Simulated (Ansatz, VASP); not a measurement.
## One calculation of ZnS, two programs

```
Zn S
1.0
     0.00000    2.70465    2.70465
     2.70465    0.00000    2.70465
     2.70465    2.70465    0.00000
Zn S
1 1
Direct
  0.02668 0.02668 0.02668
  0.75000 0.75000 0.75000
```

Change from the starting cell: all Zn atoms moved -0.250 Å, as atom 1 towards its neighbour atom 2 (S) at 2.342 Å.

Alike in both runs: task single point; functional PBE; k mesh 10 × 10 × 10; occupations gaussian, width 0.05 eV; no spin polarisation.

|  | VASP | Ansatz |
| --- | --- | --- |
| version | VASP 6.6.1 | Ansatz 0.2.0 |
| potentials or method | VASP PAW PBE potentials, release 64 (Zn, S), cutoff 520 eV | scalar-relativistic, plane waves, PAW |
| valence electrons in the cell | 18 | 18 |

|  | VASP | Ansatz | Ansatz less VASP |
| --- | --- | --- | --- |
| gap on the k mesh at the Fermi level (eV) | 2.04 | 2.03 | -0.008 |
| least direct gap on the mesh (eV) | 2.04 | 2.03 | -0.008 |
| pressure (GPa) | 3.0 | 2.8 | -0.16 |
| traceless stress, the component that is largest in VASP (GPa) | -1.96 | -1.91 | +0.049 |
| rms of the force components (eV/Å) | 0.457 | 0.452 | -0.0046 |

Atom by atom the forces differ by 0.005 eV/Å (rms over components). With one functional, cell and mesh, what is left measures potentials, basis and numerics.
